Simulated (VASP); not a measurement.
## Si2Br3: single point with PBE+D3(BJ)

Si2Br3:

```
CELL_PARAMETERS angstrom
3.64273 0.00000 0.00000
-1.82137 3.15470 0.00000
0.00000 0.00000 9.50146
ATOMIC_POSITIONS crystal
Si 0.33333 0.66667 0.84208
Si 0.66667 0.33333 0.15792
Br 0.66667 0.33333 0.68417
Br 0.00000 0.00000 0.00000
Br 0.33333 0.66667 0.31583
```

```yaml
Program: VASP 6.6.1
Task: single point
Functional: PBE
Dispersion: D3(BJ)
Potentials_or_basis: VASP PAW PBE potentials, release 64 (Si, Br)
Cutoff: 520 eV
k_mesh: 6 × 6 × 2
Occupations: gaussian, width 0.1 eV
Spin: no spin polarisation
Dipole_correction: no
Further_INCAR_settings: ALGO = Normal; EDIFF = 1e-06; NBANDS = 22
```

```json
{"Pressure": "15.5 GPa", "Largest force": "1.060 eV/Å", "Band gap on the k mesh": "zero (an odd number of electrons rules out a gap without spin polarisation)", "Dispersion energy per atom": "-0.323 eV"}
```

Forces on the atoms (eV/Å):
```
Si   0.000  0.000 -0.668
Si   0.000  0.000  0.668
Br   0.000  0.000 -1.060
Br   0.000  0.000  0.000
Br   0.000  0.000  1.060
```

Stress tensor (GPa, compression positive):
```
17.57  0.00  0.00
 0.00 17.57  0.00
 0.00  0.00 11.33
```

Levels at points of the mesh, in eV from the Fermi level:
```tsv
k point	band 13	band 14	band 15	band 16	band 17	band 18
(0.00, 0.00, 0.00)	-3.79	-1.40	-1.12	-0.26	-0.26	1.39
(0.50, 0.00, 0.00)	-5.05	-2.11	-0.35	0.45	0.72	0.96
(0.00, 0.00, 0.50)	-3.14	-1.82	-0.88	-0.26	-0.26	1.41
(0.50, 0.00, 0.50)	-4.82	-2.38	-0.53	0.35	0.80	1.08
```

Wall time 28 s on 1 thread of Intel(R) Xeon(R) Platinum 8259CL CPU @ 2.50GHz (Skylake/Cascade Lake) (shared host), peak memory 0.23 GiB.

Caveat: the cell stands under pressure; an odd number of electrons without spin polarisation forces a metal; a magnetic or distorted state may lie lower.
